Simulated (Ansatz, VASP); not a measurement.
**SnO2: VASP beside Ansatz**

```xyz
6
Lattice="4.7135 0.0000 0.0000 0.0000 4.7367 0.0000 0.0000 0.0000 3.1866" Properties=species:S:1:pos:R:3 pbc="T T T"
Sn    2.3568    2.3683    1.5933
Sn    0.0000    0.0000    0.0000
O     1.4333    1.4594    0.0000
O     3.7901    0.9090    1.5933
O     0.9234    3.8277    1.5933
O     3.2802    3.2773    0.0000
```

Alike in both runs: task relaxation of cell and atoms; functional LDA; k mesh 6 × 6 × 8; occupations gaussian, width 0.02 eV; no spin polarisation.

|  | VASP | Ansatz |
| --- | --- | --- |
| version | VASP 6.6.1 | Ansatz 0.2.0 |
| potentials or method | VASP PAW LDA potentials, release 64 (Sn_d, O), cutoff 600 eV | scalar-relativistic, plane waves, PAW |
| valence electrons in the cell | 52 | 52 |

|  | VASP | Ansatz | Ansatz less VASP |
| --- | --- | --- | --- |
| gap on the k mesh at the Fermi level, each at its own relaxed structure (eV) | 1.15 | 1.18 | +0.035 |
| relaxed volume (Å³/atom) | 11.90 | 11.84 | -0.062 |
| relaxed length of the cell vector where the two differ most in proportion (Å) | 3.196 | 3.189 | -0.0074 |

Ansatz warns that its potentials were made for another functional, while VASP's fit it. LDA's correlation is that of Perdew and Zunger in VASP and of Perdew and Wang (1992) in Ansatz.
